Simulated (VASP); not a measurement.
# Ru (P6_3/mmc) in VASP: a series of runs

The runs below take Ru through single point, relaxation of cell and atoms, with PBEsol.

Everything below comes from runs of VASP 6.6.1. Logs are shortened: lines on timing, memory, paths and dates and some standing lists are left out, and cuts for length are marked.

**1. The cell of the first run**

It takes space group P6_3/mmc (No. 194, hexagonal). Conventional cell: a = 2.696 Å, b = 2.696 Å, c = 4.236 Å, α = 90.00°, β = 90.00°, γ = 120.00°. Ru (site symmetry -6m2) has 12 Ru at 2.63 to 2.70 Å within 3.5 Å.

**2. Single point, PBEsol**

INCAR reads:

```
SYSTEM = Ru
  PREC = Accurate
  ENCUT = 520
  EDIFF = 1E-7
  ISMEAR = -1
  SIGMA = 0.1
  LREAL = .False.
  LASPH = .True.
  NELM = 80
  ALGO = Normal
  ISIF = 2
  LWAVE = .False.
  LCHARG = .False.
  GGA = PS
  NBANDS = 21
```

KPOINTS reads:

```
regular mesh
0
Gamma
  10 10 6
  0 0 0
```

POSCAR reads:

```
Ru
1.0
    2.6963065335      0.0000000000      0.0000000000
   -1.3481532668      2.3350699544      0.0000000000
    0.0000000000      0.0000000000      4.2359198158
Ru
2
Direct
    0.3333333333      0.6666666667      0.2500000000
    0.6666666667      0.3333333333      0.7500000000
```

Potentials or basis: VASP PAW PBE potentials, release 64 (Ru_pv).

Launch:

```sh
> cat potpaw_PBE.64/Ru_pv/POTCAR > POTCAR
> mpirun -np 1 vasp_std > vasp.out
```

OUTCAR:

```text
SYSTEM = Ru
   PREC = Accurate
   ENCUT = 520
   EDIFF = 1E-7
   ISMEAR = -1
   LREAL = .False.
   LASPH = .True.
   NELM = 80
   ISIF = 2
   GGA = PS

 ion  position               nearest neighbor table
   1  0.333  0.667  0.250-   2 2.63   2 2.63   2 2.63   2 2.63   2 2.63   2 2.63
   2  0.667  0.333  0.750-   1 2.63   1 2.63   1 2.63   1 2.63   1 2.63   1 2.63

  LATTYP: Found a hexagonal cell.
 ALAT       =     2.6963065335
 C/A-ratio  =     1.5710082526

  Lattice vectors:

 A1 = (   2.6963065335,   0.0000000000,   0.0000000000)
 A2 = (  -1.3481532668,   2.3350699544,   0.0000000000)
 A3 = (   0.0000000000,   0.0000000000,   4.2359198158)

Analysis of symmetry for initial positions (statically):
=====================================================================
 Subroutine PRICEL returns:
 Original cell was already a primitive cell.

 Routine SETGRP: Setting up the symmetry group for a
 hexagonal supercell.

 Subroutine GETGRP returns: Found 24 space group operations
 (whereof 12 operations were pure point group operations)
 out of a pool of 24 trial point group operations.

The static configuration has the point symmetry D_3d.
 The point group associated with its full space group is D_6h.

Analysis of symmetry for dynamics (positions and initial velocities):
=====================================================================
 Subroutine PRICEL returns:
 Original cell was already a primitive cell.

 Routine SETGRP: Setting up the symmetry group for a
 hexagonal supercell.

 Subroutine GETGRP returns: Found 24 space group operations
 (whereof 12 operations were pure point group operations)
 out of a pool of 24 trial point group operations.

The dynamic configuration has the point symmetry D_3d.
 The point group associated with its full space group is D_6h.

 Subroutine INISYM returns: Found 24 space group operations
 (whereof 12 operations are pure point group operations),
 and found     1 'primitive' translations

----------------------------------------------------------------------------------------

                                     Primitive cell

  volume of cell :      26.6696

  direct lattice vectors                    reciprocal lattice vectors
     2.696306534  0.000000000  0.000000000     0.370877713  0.214126347  0.000000000
    -1.348153267  2.335069954  0.000000000     0.000000000  0.428252695  0.000000000
     0.000000000  0.000000000  4.235919816     0.000000000  0.000000000  0.236076235

  length of vectors
     2.696306534  2.696306534  4.235919816     0.428252695  0.428252695  0.236076235

  position of ions in fractional coordinates (direct lattice)
     0.333333333  0.666666667  0.250000000
     0.666666667  0.333333333  0.750000000

  ion indices of the primitive-cell ions
   primitive index   ion index
                 1           1
                 2           2

----------------------------------------------------------------------------------------

 KPOINTS: regular mesh

Automatic generation of k-mesh.
 Grid dimensions read from file:
 generate k-points for:   10   10    6

 Generating k-lattice:

  Cartesian coordinates                     Fractional coordinates (reciprocal lattice)
     0.037087771  0.021412635  0.000000000     0.100000000  0.000000000  0.000000000
     0.000000000  0.042825269  0.000000000     0.000000000  0.100000000  0.000000000
     0.000000000  0.000000000  0.039346039     0.000000000  0.000000000  0.166666667

  Length of vectors
     0.042825269  0.042825269  0.039346039

  Shift w.r.t. Gamma in fractional coordinates (k-lattice)
     0.000000000  0.000000000  0.000000000

 Subroutine IBZKPT returns following result:
 ===========================================

 Found     56 irreducible k-points:

 Following reciprocal coordinates:
            Coordinates               Weight
  0.000000  0.000000  0.000000      1.000000
  0.100000  0.000000  0.000000      6.000000
  0.200000  0.000000  0.000000      6.000000
  0.300000  0.000000  0.000000      6.000000
  0.400000  0.000000  0.000000      6.000000
  0.500000  0.000000  0.000000      3.000000
[... 16 lines left out ...]
  0.300000  0.100000  0.166667     24.000000
  0.400000  0.100000  0.166667     24.000000
 [... further k-points ...]
   k-points           NKPTS =     56   k-points in BZ     NKDIM =     56   number of bands    NBANDS=     21
   number of dos      NEDOS =    301   number of ions     NIONS =      2
   total plane-waves  NPLWV =  12800
   dimension x,y,z NGX =    20 NGY =   20 NGZ =   32
   dimension x,y,z NGXF=    40 NGYF=   40 NGZF=   64
   ions per type =               2
   NGX,Y,Z   is equivalent  to a cutoff of  12.33, 12.33, 12.56 a.u.
   NGXF,Y,Z  is equivalent  to a cutoff of  24.66, 24.66, 25.12 a.u.
 SYSTEM =  Ru
   PREC   = accura    normal or accurate (medium, high low for compatibility)
   ISTART =      0    job   : 0-new  1-cont  2-samecut
   ICHARG =      2    charge: 1-file 2-atom 10-const
   ISPIN  =      1    spin polarized calculation?
   LNONCOLLINEAR =      F non collinear calculations
   LSORBIT =      F    spin-orbit coupling
   LASPH  =      T    aspherical Exc in radial PAW
   ENCUT  =  520.0 eV  38.22 Ry    6.18 a.u.   5.01  5.01  7.88*2*pi/ulx,y,z
   NELM   =     80;   NELMIN=  2; NELMDL= -5     # of ELM steps
   EDIFF  = 0.1E-06   stopping-criterion for ELM
   LREAL  =      F    real-space projection
   EDIFFG = 0.1E-05   stopping-criterion for IOM
   NSW    =      0    number of steps for IOM
   IBRION =     -1    ionic relax: 0-MD 1-quasi-New 2-CG
   NFREE  =      0    steps in history (QN), initial steepest desc. (CG)
   ISIF   =      2    stress and relaxation
   ISYM   =      2    0-nonsym 1-usesym 2-fastsym
   POTIM  = 0.5000    time-step for ionic-motion
   TEBEG  =    0.0;   TEEND  =   0.0 temperature during run
   PSTRESS=    0.0 pullay stress
   NELECT =      28.0000    total number of electrons
   NUPDOWN=      -1.0000    fix difference up-down
   EMIN   =  10.00;   EMAX   =-10.00  energy-range for DOS
   EFERMI =   0.00;   METHOD = LEGACY
   ISMEAR =    -1;   SIGMA  =   0.10  broadening in eV -4-tet -1-fermi 0-gaus
   EFERMI_NEDOS =   21; number of points for ismear=-14 and -15
   IALGO  =     38    algorithm
   IMIX   =      4    mixing-type and parameters
     AMIX     =   0.40;   BMIX     =  1.00
     AMIX_MAG =   1.60;   BMIX_MAG =  1.00
  volume/ion in A,a.u.               =      13.33        89.99
  Fermi-wavevector in a.u.,A,eV,Ry     =   1.663880  3.144276 37.667662  2.768495
  Thomas-Fermi vector in A             =   2.750520
   LORBIT       =      0    0 simple, 1 ext, 2 COOP (PROOUT), +10 PAW based schemes
   GGA     = PS    functional components
   LHFCALC =     F    Hartree Fock is set to
   AEXX    =    0.0000 exact exchange contribution
   IVDW    =     0    specifies the selected vdW correction
   LEPSILON=     F    determine dielectric tensor
   LRPA    =     F    only Hartree local field effects (RPA)
 non-spin polarized calculation
  energy-cutoff  :      520.00
  volume of cell :       26.67
 maximum number of plane-waves:       732
 NGX is ok and might be reduce to    20
   NGX =  9   NGY =  9   NGZ = 15

 number of electron      27.9999997 magnetization

 Free energy of the ion-electron system (eV)
  ---------------------------------------------------
  ext. energy  EPLUGINS =         0.00000000
  ---------------------------------------------------
  free energy    TOTEN  =       -20.35249196 eV

  energy without entropy =      -20.29291256  energy(sigma->0) =      -20.32270226

 E-fermi :  13.0372     XC(G=0): -14.3921

 val. band max:       12.8919739715   @ k =   0.1000   0.0000   0.3333
 cond. band min:      13.0466347410   @ k =   0.1000   0.1000   0.3333
 fundamental gap:      0.1546607695
 Fermi energy:        13.0372350136

 k-point     1 :       0.0000    0.0000    0.0000
  band No.  band energies     occupation
      1     -30.6545      2.00000
      2     -29.6545      2.00000
      3     -29.6545      2.00000
      4     -29.4667      2.00000
      5     -29.4667      2.00000
      6     -29.4158      2.00000
[... 13 lines left out ...]
     20      23.2911      0.00000
     21      23.6622      0.00000

 k-point     2 :       0.1000    0.0000    0.0000
  band No.  band energies     occupation
      1     -30.6184      2.00000
      2     -29.7292      2.00000
      3     -29.6800      2.00000
      4     -29.5446      2.00000
      5     -29.4766      2.00000
      6     -29.4333      2.00000
[... 13 lines left out ...]
     20      23.2910      0.00000
     21      23.6089      0.00000

 k-point     3 :       0.2000    0.0000    0.0000
  band No.  band energies     occupation
      1     -30.5168      2.00000
      2     -29.9247      2.00000
      3     -29.7437      2.00000
      4     -29.7425      2.00000
      5     -29.5049      2.00000
      6     -29.4860      2.00000
[... 13 lines left out ...]
     20      23.2908      0.00000
     21      23.4504      0.00000

 k-point     4 :       0.3000    0.0000    0.0000
  band No.  band energies     occupation
      1     -30.3705      2.00000
      2     -30.1665      2.00000
      3     -29.9762      2.00000
      4     -29.8187      2.00000
      5     -29.5717      2.00000
      6     -29.5429      2.00000
[... 13 lines left out ...]
     20      23.2902      0.00000
     21      23.3311      0.00000

 k-point     5 :       0.4000    0.0000    0.0000
  band No.  band energies     occupation
      1     -30.3613      2.00000
      2     -30.2172      2.00000
      3     -30.1576      2.00000
      4     -29.8771      2.00000
      5     -29.6755      2.00000
      6     -29.5752      2.00000
[... 13 lines left out ...]
     20      23.2899      0.00000
     21      23.9089      0.00000
[... 382 lines left out ...]
     20      23.2908      0.00000
     21      24.9244      0.00000

 k-point    22 :       0.2000    0.1000    0.1667
  band No.  band energies     occupation
      1     -30.4111      2.00000
      2     -30.0126      2.00000
      3     -29.9529      2.00000
      4     -29.7738      2.00000
      5     -29.5804      2.00000
      6     -29.5381      2.00000
[... 13 lines left out ...]
     20      23.2906      0.00000
     21      25.0772      0.00000

 k-point    23 :       0.3000    0.1000    0.1667
  band No.  band energies     occupation
      1     -30.3879      2.00000
      2     -30.1860      2.00000
      3     -30.0578      2.00000
      4     -29.8617      2.00000
      5     -29.6460      2.00000
      6     -29.5983      2.00000
[... 13 lines left out ...]
     20      23.2901      0.00000
     21      24.4836      0.00000

 k-point    24 :       0.4000    0.1000    0.1667
  band No.  band energies     occupation
      1     -30.4587      2.00000
      2     -30.2683      2.00000
      3     -30.0461      2.00000
      4     -29.8964      2.00000
      5     -29.7159      2.00000
      6     -29.6373      2.00000
[... 13 lines left out ...]
     20      23.2881      0.00000
     21      23.8375      0.00000

 [... further k-points ...]

------------------------ aborting loop because EDIFF is reached ----------------------------------------

  FORCE on cell =-STRESS in cart. coord.  units (eV):
  Direction    XX          YY          ZZ          XY          YZ          ZX
  --------------------------------------------------------------------------------------
  -------------------------------------------------------------------------------------
  Total       -0.0093018     -0.0093018      0.0019918      0.0000000      0.0000000      0.0000000
  in kB       -0.5588041     -0.5588041      0.1196603      0.0000000      0.0000000      0.0000000
  external PRESSURE =      -0.3326493 kB  Pullay stress =       0.0000000 kB

 VOLUME and BASIS-vectors are now :
 -----------------------------------------------------------------------------
  energy-cutoff  :      520.00
  volume of cell :       26.67
      direct lattice vectors                 reciprocal lattice vectors
     2.696306534  0.000000000  0.000000000     0.370877713  0.214126347  0.000000000
    -1.348153267  2.335069954  0.000000000     0.000000000  0.428252695  0.000000000
     0.000000000  0.000000000  4.235919816     0.000000000  0.000000000  0.236076235

 POSITION                                       TOTAL-FORCE (eV/Angst)
 -----------------------------------------------------------------------------------
     -0.00000      1.55671      1.05898         0.000000      0.000000      0.000000
      1.34815      0.77836      3.17694        -0.000000     -0.000000      0.000000
 -----------------------------------------------------------------------------------
    total drift:                               -0.000000      0.000000     -0.000000

  FREE ENERGIE OF THE ION-ELECTRON SYSTEM (eV)
  ---------------------------------------------------
  free  energy   TOTEN  =       -20.3524919561 eV

  energy  without entropy=      -20.2929125618  energy(sigma->0) =      -20.32270226
```

Run time: 32 s. Hardware: 1 thread of AMD EPYC 7R43 (Zen 3), shared host; peak memory 0.11 GiB.

What came out:

```yaml
Free_energy: -20.3525 eV
Pressure: 0.0 GPa
Band_gap_on_the_k_mesh: zero (bands 14 and 15 overlap by 3.32 eV)
```

Caveat: the PAW data sets were made with another functional, which shifts forces and pressure a little.

[end of part 1 of 2]

The gap in the log of VASP goes by the Fermi energy; the results here count the filled bands.